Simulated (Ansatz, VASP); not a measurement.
# Pt: VASP beside Ansatz

Contents of INCAR:

```
PREC     = Accurate       # precision mode
ENCUT    = 520            # plane-wave cutoff, eV
EDIFF    = 1E-7           # SCF threshold, eV
ISMEAR   = 0              # smearing method
SIGMA    = 0.15           # smearing width, eV
LREAL    = False          # projectors in reciprocal space
LASPH    = True           # aspherical terms in the spheres
NELM     = 100            # most SCF steps
ALGO     = Fast           # electronic algorithm
ISIF     = 2              # what is computed and relaxed
LWAVE    = False          # write WAVECAR
LCHARG   = False          # write CHGCAR
GGA      = PE             # functional
NBANDS   = 11             # bands
```

File KPOINTS:

```
Automatic mesh
0
Gamma
  22 22 22
```

POSCAR

```
Pt
1.0
    0.0000000000      2.0896273356      1.9343680246
    2.0896273356      0.0000000000      1.9343680246
    2.0896273356      2.0896273356      0.0000000000
Pt
1
Direct
    0.0000000000      0.0000000000      0.0000000000
```

Input for Ansatz:

```yaml
crystal:
  lattice:
    - [0.0, 2.0896273356, 1.9343680246]
    - [2.0896273356, 0.0, 1.9343680246]
    - [2.0896273356, 2.0896273356, 0.0]
  atoms:
    - { symbol: Pt, position: [0.0, 0.0, 0.0] }
basis:
  ecutwfc: 420
kpoints:
  mp_grid: { grid: [22, 22, 22] }
hamiltonian:
  xc: pbe
  pseudopotentials: { kind: paw, azcp: { folder: soft_1 } }
scf:
  occupations: { method: gaussian, width: 0.15 }
output:
  forces: true
  stress: true
  eigenvalues: true
  write_density: true
  write_potential: true
  elf: true
  volumetric_format: npy
```

Alike in both runs: task single point; functional PBE; k mesh 22 × 22 × 22; occupations gaussian, width 0.15 eV; no spin polarisation.

```csv
,VASP,Ansatz
version,VASP 6.6.1,Ansatz 0.2.0
potentials or method,"VASP PAW PBE potentials, release 64 (Pt), cutoff 520 eV","scalar-relativistic, plane waves, PAW"
valence electrons in the cell,10,18
```

Ansatz gave:

| Item | Value |
| --- | --- |
| gap on the k mesh at the Fermi level (eV) | none |
| pressure (GPa) | -15.0 |
| traceless stress, the component that is largest in VASP (GPa) | 2.27 |

Task: What did VASP give for the same quantities?

Result: gap on the k mesh at the Fermi level (eV): none; pressure (GPa): -15.3; traceless stress, the component that is largest in VASP (GPa): 2.25.

A gap of «none» marks a metal or a gap that the smearing closes. With one functional, cell and mesh, what is left measures potentials, basis and numerics. VASP's potentials hold 10 valence electrons a cell and Ansatz's 18, so a difference there can come from the potentials and not from the codes.

Neither program's run includes spin-orbit coupling.
